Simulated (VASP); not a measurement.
# SiNi3 (P4/mmm) in VASP: further runs

SiNi3 is run at these levels: PBEsol; tasks: single point.

Program: VASP 6.6.1. These are calculated values, not measurements. Logs are shortened: lines on timing, memory, paths and dates and some standing lists are left out, and cuts for length are marked.

**1. The cell of the first run**

Symmetry: P4/mmm, No. 123, tetragonal system. Conventional cell: a = 3.461 Å, b = 3.461 Å, c = 3.548 Å, α = 90.00°, β = 90.00°, γ = 90.00°. Si (site symmetry 4/mmm) has 12 Ni at 2.45 to 2.48 Å within 3.2 Å. Ni (site symmetry mmm) has 8 Ni at 2.45 to 2.48 Å and 4 Si at 2.48 Å within 3.2 Å. Within 3.2 Å of Ni (site symmetry 4/mmm) lie 4 Si at 2.45 Å and 8 Ni at 2.48 Å.

**2. Single point, PBEsol (strain +0.000 along x and y, +0.025 along z)**

The input, INCAR:

```
  ALGO = Fast
  EDIFF = 1E-6
  ENCUT = 520
  GGA = PS
  ISIF = 2
  ISMEAR = 0
  LASPH = True
  LCHARG = False
  LREAL = False
  LWAVE = False
  NBANDS = 25
  NELM = 60
  PREC = Accurate
  SIGMA = 0.15
```

The input, KPOINTS:

```
k-points
0
Gamma
  14 14 14
```

The input, POSCAR:

```
SiNi3
1.0
    3.4612457600      0.0000000000      0.0000000000
    0.0000000000      3.4612457600      0.0000000000
    0.0000000000      0.0000000000      3.5477769040
Si Ni
1 3
Direct
    0.0000000000      0.0000000000      0.0000000000
    0.0000000000      0.5000000000      0.5000000000
    0.5000000000      0.0000000000      0.5000000000
    0.5000000000      0.5000000000      0.0000000000
```

Potentials or basis: VASP PAW PBE potentials, release 64 (Si, Ni).

On the command line:

```
> cat potpaw_PBE.64/Si/POTCAR potpaw_PBE.64/Ni/POTCAR > POTCAR
> mpirun -np 1 vasp_std > vasp.out
```

OUTCAR:

```text
EDIFF = 1E-6
   ENCUT = 520
   GGA = PS
   ISIF = 2
   ISMEAR = 0
   LASPH = True
   LREAL = False
   NELM = 60
   PREC = Accurate

 ion  position               nearest neighbor table
   1  0.000  0.000  0.000-   4 2.45   4 2.45   4 2.45   4 2.45   3 2.48   2 2.48   3 2.48   2 2.48
                             3 2.48   2 2.48   3 2.48   2 2.48
   2  0.000  0.500  0.500-   3 2.45   3 2.45   3 2.45   3 2.45   4 2.48   1 2.48   1 2.48   1 2.48
                             4 2.48   4 2.48   4 2.48   1 2.48
   3  0.500  0.000  0.500-   2 2.45   2 2.45   2 2.45   2 2.45   4 2.48   1 2.48   4 2.48   4 2.48
                             1 2.48   4 2.48   1 2.48   1 2.48
   4  0.500  0.500  0.000-   1 2.45   1 2.45   1 2.45   1 2.45   3 2.48   2 2.48   3 2.48   3 2.48
                             3 2.48   2 2.48   2 2.48   2 2.48

  LATTYP: Found a simple tetragonal cell.
 ALAT       =     3.4612457600
 C/A-ratio  =     1.0250000000

  Lattice vectors:

 A1 = (   3.4612457600,   0.0000000000,   0.0000000000)
 A2 = (   0.0000000000,   3.4612457600,   0.0000000000)
 A3 = (   0.0000000000,   0.0000000000,   3.5477769040)

Analysis of symmetry for initial positions (statically):
=====================================================================
 Subroutine PRICEL returns:
 Original cell was already a primitive cell.

 Routine SETGRP: Setting up the symmetry group for a
 simple tetragonal supercell.

 Subroutine GETGRP returns: Found 16 space group operations
 (whereof 16 operations were pure point group operations)
 out of a pool of 16 trial point group operations.

The static configuration has the point symmetry D_4h.

Analysis of symmetry for dynamics (positions and initial velocities):
=====================================================================
 Subroutine PRICEL returns:
 Original cell was already a primitive cell.

 Routine SETGRP: Setting up the symmetry group for a
 simple tetragonal supercell.

 Subroutine GETGRP returns: Found 16 space group operations
 (whereof 16 operations were pure point group operations)
 out of a pool of 16 trial point group operations.

The dynamic configuration has the point symmetry D_4h.

 Subroutine INISYM returns: Found 16 space group operations
 (whereof 16 operations are pure point group operations),
 and found     1 'primitive' translations

----------------------------------------------------------------------------------------

                                     Primitive cell

  volume of cell :      42.5032

  direct lattice vectors                    reciprocal lattice vectors
     3.461245760  0.000000000  0.000000000     0.288913319  0.000000000  0.000000000
     0.000000000  3.461245760  0.000000000     0.000000000  0.288913319  0.000000000
     0.000000000  0.000000000  3.547776904     0.000000000  0.000000000  0.281866653

  length of vectors
     3.461245760  3.461245760  3.547776904     0.288913319  0.288913319  0.281866653

  position of ions in fractional coordinates (direct lattice)
     0.000000000  0.000000000  0.000000000
     0.000000000  0.500000000  0.500000000
     0.500000000  0.000000000  0.500000000
     0.500000000  0.500000000  0.000000000

  ion indices of the primitive-cell ions
   primitive index   ion index
                 1           1
                 2           2
                 3           3
                 4           4

----------------------------------------------------------------------------------------

 KPOINTS: k-points

Automatic generation of k-mesh.
 Grid dimensions read from file:
 generate k-points for:   14   14   14

 Generating k-lattice:

  Cartesian coordinates                     Fractional coordinates (reciprocal lattice)
     0.020636666  0.000000000  0.000000000     0.071428571  0.000000000  0.000000000
     0.000000000  0.020636666  0.000000000     0.000000000  0.071428571  0.000000000
     0.000000000  0.000000000  0.020133332     0.000000000  0.000000000  0.071428571

  Length of vectors
     0.020636666  0.020636666  0.020133332

  Shift w.r.t. Gamma in fractional coordinates (k-lattice)
     0.000000000  0.000000000  0.000000000

 Subroutine IBZKPT returns following result:
 ===========================================

 Found    288 irreducible k-points:

 Following reciprocal coordinates:
            Coordinates               Weight
  0.000000  0.000000  0.000000      1.000000
  0.071429  0.000000  0.000000      4.000000
  0.142857  0.000000  0.000000      4.000000
  0.214286  0.000000  0.000000      4.000000
  0.285714  0.000000  0.000000      4.000000
  0.357143  0.000000  0.000000      4.000000
[... 16 lines left out ...]
  0.285714  0.214286  0.000000      8.000000
  0.357143  0.214286  0.000000      8.000000
 [... further k-points ...]
   k-points           NKPTS =    288   k-points in BZ     NKDIM =    288   number of bands    NBANDS=     25
   number of dos      NEDOS =    301   number of ions     NIONS =      4
   total plane-waves  NPLWV =  21952
   dimension x,y,z NGX =    28 NGY =   28 NGZ =   28
   dimension x,y,z NGXF=    56 NGYF=   56 NGZF=   56
   ions per type =               1   3
   NGX,Y,Z   is equivalent  to a cutoff of  13.45, 13.45, 13.12 a.u.
   NGXF,Y,Z  is equivalent  to a cutoff of  26.90, 26.90, 26.24 a.u.
 SYSTEM =  unknown system
   PREC   = accura    normal or accurate (medium, high low for compatibility)
   ISTART =      0    job   : 0-new  1-cont  2-samecut
   ICHARG =      2    charge: 1-file 2-atom 10-const
   ISPIN  =      1    spin polarized calculation?
   LNONCOLLINEAR =      F non collinear calculations
   LSORBIT =      F    spin-orbit coupling
   LASPH  =      T    aspherical Exc in radial PAW
   ENCUT  =  520.0 eV  38.22 Ry    6.18 a.u.   6.44  6.44  6.60*2*pi/ulx,y,z
   NELM   =     60;   NELMIN=  2; NELMDL= -5     # of ELM steps
   EDIFF  = 0.1E-05   stopping-criterion for ELM
   LREAL  =      F    real-space projection
   EDIFFG = 0.1E-04   stopping-criterion for IOM
   NSW    =      0    number of steps for IOM
   IBRION =     -1    ionic relax: 0-MD 1-quasi-New 2-CG
   NFREE  =      0    steps in history (QN), initial steepest desc. (CG)
   ISIF   =      2    stress and relaxation
   ISYM   =      2    0-nonsym 1-usesym 2-fastsym
   POTIM  = 0.5000    time-step for ionic-motion
   TEBEG  =    0.0;   TEEND  =   0.0 temperature during run
   PSTRESS=    0.0 pullay stress
   NELECT =      34.0000    total number of electrons
   NUPDOWN=      -1.0000    fix difference up-down
   EMIN   =  10.00;   EMAX   =-10.00  energy-range for DOS
   EFERMI =   0.00;   METHOD = LEGACY
   ISMEAR =     0;   SIGMA  =   0.15  broadening in eV -4-tet -1-fermi 0-gaus
   EFERMI_NEDOS =   21; number of points for ismear=-14 and -15
   IALGO  =     68    algorithm
   IMIX   =      4    mixing-type and parameters
     AMIX     =   0.40;   BMIX     =  1.00
     AMIX_MAG =   1.60;   BMIX_MAG =  1.00
  volume/ion in A,a.u.               =      10.63        71.71
  Fermi-wavevector in a.u.,A,eV,Ry     =   1.519710  2.871836 31.422910  2.309519
  Thomas-Fermi vector in A             =   2.628659
   LORBIT       =      0    0 simple, 1 ext, 2 COOP (PROOUT), +10 PAW based schemes
   GGA     = PS    functional components
   LHFCALC =     F    Hartree Fock is set to
   AEXX    =    0.0000 exact exchange contribution
   IVDW    =     0    specifies the selected vdW correction
   LEPSILON=     F    determine dielectric tensor
   LRPA    =     F    only Hartree local field effects (RPA)
 non-spin polarized calculation
 RMM-DIIS sequential band-by-band and
 Gauss-broadening in eV      SIGMA  =   0.15
  energy-cutoff  :      520.00
  volume of cell :       42.50
 maximum number of plane-waves:      1173
 NGX is ok and might be reduce to    28
   NGX = 13   NGY = 13   NGZ = 13

 number of electron      33.9999994 magnetization

 Free energy of the ion-electron system (eV)
  ---------------------------------------------------
  ext. energy  EPLUGINS =         0.00000000
  ---------------------------------------------------
  free energy    TOTEN  =       -26.27632075 eV

  energy without entropy =      -26.25565515  energy(sigma->0) =      -26.26598795

 E-fermi :  10.7322     XC(G=0): -13.3172

 val. band max:       10.7286976485   @ k =   0.4286   0.3571   0.4286
 cond. band min:      10.7363025218   @ k =   0.4286   0.4286   0.3571
 fundamental gap:      0.0076048733
 Fermi energy:        10.7322340656

 k-point     1 :       0.0000    0.0000    0.0000
  band No.  band energies     occupation
      1      -1.3236      2.00000
      2       5.7430      2.00000
      3       6.5495      2.00000
      4       6.5789      2.00000
      5       7.0871      2.00000
      6       7.0871      2.00000
[... 17 lines left out ...]
     24      21.4194      0.00000
     25      21.4194      0.00000

 k-point     2 :       0.0714    0.0000    0.0000
  band No.  band energies     occupation
      1      -1.2618      2.00000
      2       5.7622      2.00000
      3       6.4862      2.00000
      4       6.6026      2.00000
      5       7.0776      2.00000
      6       7.1055      2.00000
[... 17 lines left out ...]
     24      21.2520      0.00000
     25      21.2886      0.00000

 k-point     3 :       0.1429    0.0000    0.0000
  band No.  band energies     occupation
      1      -1.0778      2.00000
      2       5.7554      2.00000
      3       6.2723      2.00000
      4       6.7313      2.00000
      5       7.0472      2.00000
      6       7.0950      2.00000
[... 17 lines left out ...]
     24      20.7375      0.00000
     25      20.8840      0.00000

 k-point     4 :       0.2143    0.0000    0.0000
  band No.  band energies     occupation
      1      -0.7774      2.00000
      2       5.3950      2.00000
      3       6.2232      2.00000
      4       6.9350      2.00000
      5       6.9944      2.00000
      6       7.0690      2.00000
[... 17 lines left out ...]
     24      19.7811      0.00000
     25      20.7906      0.00000

 k-point     5 :       0.2857    0.0000    0.0000
  band No.  band energies     occupation
      1      -0.3729      2.00000
      2       4.6923      2.00000
      3       6.3743      2.00000
      4       6.9251      2.00000
      5       7.0256      2.00000
      6       7.1917      2.00000
[... 17 lines left out ...]
     24      18.9560      0.00000
     25      21.7376      0.00000

 k-point     6 :       0.3571    0.0000    0.0000
  band No.  band energies     occupation
      1       0.1075      2.00000
      2       3.9056      2.00000
      3       6.5611      2.00000
      4       6.8557      2.00000
      5       6.9749      2.00000
      6       7.4583      2.00000
[... 17 lines left out ...]
     24      18.6649      0.00000
     25      21.9476      0.00000
[... 393 lines left out ...]
 k-point    21 :       0.5000    0.1429    0.0000
  band No.  band energies     occupation
      1       1.0192      2.00000
      2       3.1230      2.00000
      3       6.5616      2.00000
      4       6.7509      2.00000
      5       6.8820      2.00000
      6       7.6137      2.00000
[... 17 lines left out ...]
     24      19.2171      0.00000
     25      22.5531      0.00000

 k-point    22 :       0.2143    0.2143    0.0000
  band No.  band energies     occupation
      1      -0.2517      2.00000
      2       5.6327      2.00000
      3       5.7690      2.00000
      4       6.6794      2.00000
      5       6.8604      2.00000
      6       7.2185      2.00000
[... 17 lines left out ...]
     24      19.6451      0.00000
     25      20.5304      0.00000

 k-point    23 :       0.2857    0.2143    0.0000
  band No.  band energies     occupation
      1       0.1352      2.00000
      2       5.0350      2.00000
      3       5.8780      2.00000
      4       6.7869      2.00000
      5       6.8057      2.00000
      6       7.3425      2.00000
[... 17 lines left out ...]
     24      20.1510      0.00000
     25      20.5451      0.00000

 k-point    24 :       0.3571    0.2143    0.0000
  band No.  band energies     occupation
      1       0.5904      2.00000
      2       4.3091      2.00000
      3       6.0308      2.00000
      4       6.7579      2.00000
      5       6.8943      2.00000
      6       7.5376      2.00000
[... 17 lines left out ...]
     24      20.0771      0.00000
     25      20.9073      0.00000

 [... further k-points ...]

------------------------ aborting loop because EDIFF is reached ----------------------------------------

  FORCE on cell =-STRESS in cart. coord.  units (eV):
  Direction    XX          YY          ZZ          XY          YZ          ZX
  --------------------------------------------------------------------------------------
  -------------------------------------------------------------------------------------
  Total       -1.1252142     -1.1252142     -2.2437713      0.0000000      0.0000000      0.0000000
  in kB      -42.4155025    -42.4155025    -84.5800605      0.0000000      0.0000000      0.0000000
  external PRESSURE =     -56.4703552 kB  Pullay stress =       0.0000000 kB

 VOLUME and BASIS-vectors are now :
 -----------------------------------------------------------------------------
  energy-cutoff  :      520.00
  volume of cell :       42.50
      direct lattice vectors                 reciprocal lattice vectors
     3.461245760  0.000000000  0.000000000     0.288913319  0.000000000  0.000000000
     0.000000000  3.461245760  0.000000000     0.000000000  0.288913319  0.000000000
     0.000000000  0.000000000  3.547776904     0.000000000  0.000000000  0.281866653

 POSITION                                       TOTAL-FORCE (eV/Angst)
 -----------------------------------------------------------------------------------
      0.00000      0.00000      0.00000         0.000000      0.000000      0.000000
      0.00000      1.73062      1.77389         0.000000      0.000000      0.000000
      1.73062      0.00000      1.77389         0.000000      0.000000      0.000000
      1.73062      1.73062      0.00000         0.000000      0.000000      0.000000
 -----------------------------------------------------------------------------------
    total drift:                                0.000000      0.000000      0.000000

  FREE ENERGIE OF THE ION-ELECTRON SYSTEM (eV)
  ---------------------------------------------------
  free  energy   TOTEN  =       -26.2763207546 eV

  energy  without entropy=      -26.2556551470  energy(sigma->0) =      -26.26598795
```

It took 2.9 min on 1 thread of Intel Xeon 6975P-C (Granite Rapids), shared host; peak memory 0.35 GiB.

What came out:

| Item | Value |
| --- | --- |
| Free energy | -26.2763 eV |
| Pressure | -5.6 GPa |
| Band gap on the k mesh | zero (bands 17 and 18 overlap by 0.32 eV) |

Caveat: the cell differs from its parent crystal (strain +0.000 along x and y, +0.025 along z); the cell stands under tension; the PAW data sets were made with another functional, which shifts forces and pressure a little.

**3. Single point, PBEsol (strain +0.000 along x and y, +0.050 along z)**

The input, INCAR:

```
  PREC = Accurate
  ENCUT = 520
  EDIFF = 1E-6
  ISMEAR = 0
  SIGMA = 0.15
  LREAL = False
  LASPH = True
  NELM = 80
  ALGO = Fast
  ISIF = 2
  LWAVE = False
  LCHARG = False
  GGA = PS
  NBANDS = 25
```

The input, KPOINTS:

```
regular mesh
0
Gamma
  14 14 14
```

POSCAR, as its differences from that of step 2:

```diff
@@ -4,3 +4,3 @@
     0.0000000000      3.4612457600      0.0000000000
-    0.0000000000      0.0000000000      3.5477769040
+    0.0000000000      0.0000000000      3.6343080480
 Si Ni
```

Potentials or basis: VASP PAW PBE potentials, release 64 (Si, Ni).

On the command line:

```
> cat potpaw_PBE.64/Si/POTCAR potpaw_PBE.64/Ni/POTCAR > POTCAR
> mpirun -np 1 vasp_std > vasp.out
```

It took 3.4 min on 1 thread of Intel Xeon 6975P-C (Granite Rapids), shared host; peak memory 0.35 GiB.

The run converged. Its results:

| Item | Value |
| --- | --- |
| Free energy | -26.1991 eV |
| Pressure | -10.0 GPa |
| Band gap on the k mesh | zero (bands 17 and 18 overlap by 0.37 eV) |

Stress tensor (GPa, compression positive):
```
 -7.31   0.00   0.00
  0.00  -7.31   0.00
  0.00   0.00 -15.50
```

Levels at points of the mesh, in eV from the Fermi level:
| k point | band 13 | band 14 | band 15 | band 16 | band 17 | band 18 | band 19 | band 20 | band 21 | band 22 |
| --- | --- | --- | --- | --- | --- | --- | --- | --- | --- | --- |
| (0.00, 0.00, 0.00) | -0.58 | -0.58 | -0.49 | -0.31 | -0.07 | -0.07 | 0.15 | 4.58 | 6.11 | 6.55 |
| (0.50, 0.00, 0.00) | -1.34 | -1.20 | -1.14 | -0.63 | -0.07 | 3.35 | 3.94 | 4.71 | 4.77 | 5.52 |
| (0.50, 0.50, 0.00) | -1.33 | -1.33 | -1.02 | -1.01 | -0.87 | 0.72 | 0.72 | 5.31 | 5.91 | 7.23 |
| (0.00, 0.00, 0.50) | -1.20 | -1.20 | -1.15 | -0.43 | 0.15 | 3.43 | 3.43 | 5.35 | 5.41 | 5.41 |
| (0.50, 0.00, 0.50) | -1.39 | -1.35 | -1.16 | -1.02 | -1.01 | 0.57 | 0.57 | 5.66 | 6.45 | 7.65 |
| (0.50, 0.50, 0.50) | -1.37 | -1.37 | -1.10 | -0.43 | -0.28 | -0.20 | -0.20 | 1.17 | 3.75 | 4.05 |

Caveat: the cell differs from its parent crystal (strain +0.000 along x and y, +0.050 along z); the cell stands under tension; the PAW data sets were made with another functional, which shifts forces and pressure a little.

(Part 1 of 2 ends here.)
